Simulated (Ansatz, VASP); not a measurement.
CaO: VASP beside Ansatz

```
CELL_PARAMETERS angstrom
0.00000 2.60673 2.60673
2.60673 0.00000 2.60673
2.60673 2.60673 0.00000
ATOMIC_POSITIONS crystal
Ca 0.00000 0.00000 0.00000
O 0.25000 0.25000 0.25000
```

Alike in both runs: task single point; functional PBE-based screened hybrid with a share of 0.75 of exact exchange and HFSCREEN = 0.2078; k mesh 4 × 4 × 4; no spin polarisation.

```csv
,VASP,Ansatz
version,VASP 6.6.1,Ansatz 0.2.0
potentials or method,"VASP PAW PBE potentials, release 64 (Ca_sv, O)",plane waves
plane-wave cutoff (eV),520,420
occupations,"gaussian, width 0.01 eV",fixed
valence electrons in the cell,16,16
```

|  | VASP | Ansatz | Ansatz less VASP |
| --- | --- | --- | --- |
| gap on the k mesh at the Fermi level (eV) | 7.76 | 7.80 | +0.034 |
| pressure (GPa) | -1.7 | -2.5 | -0.78 |

VASP's potentials were made for PBE, not for PBE-based screened hybrid. Ansatz's warnings: stress exchange threshold loose, stress scf threshold loose.

The k mesh is coarse, so the values compare programs but aren't converged.
